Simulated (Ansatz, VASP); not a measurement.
# H10SO4 in VASP and in Ansatz

```
O H S
1.0
     5.24148    0.00000    0.00000
     0.00000    5.24148    0.00000
     0.00000    0.00000    5.24148
O H S
4 10 1
Direct
  0.13343 0.17519 0.17137
  0.95138 0.71718 0.48527
  0.75767 0.03147 0.85088
  0.50396 0.82571 0.21331
  0.22948 0.28715 0.05534
  0.25772 0.03532 0.20563
  0.81812 0.77948 0.36591
  0.86403 0.56425 0.55021
  0.83665 0.92184 0.71664
  0.90245 0.08326 0.96525
  0.59152 0.88932 0.05243
  0.43471 0.65931 0.16785
  0.31288 0.65567 0.65480
  0.34243 0.29596 0.58640
  0.46296 0.46326 0.74075
```

Alike in both runs: functional PBE; dispersion D3(BJ); k mesh 1 × 1 × 1; occupations fermi-dirac, width 0.05 eV; no spin polarisation.

Ansatz relaxed the structure, and its values are those at the end. VASP's run is a single point on that final structure, the one shown.

|  | VASP | Ansatz |
| --- | --- | --- |
| version | VASP 6.6.1 | Ansatz 0.2.0 |
| potentials or method | VASP PAW PBE potentials, release 64 (O, H, S), cutoff 520 eV | scalar-relativistic, plane waves, PAW |
| valence electrons in the cell | 40 | 40 |

```tsv
	VASP	Ansatz	Ansatz less VASP
gap on the k mesh at the Fermi level (eV)	4.58	4.56	-0.014
rms of the force components (eV/Å)	0.083	0.078	-0.0046
```
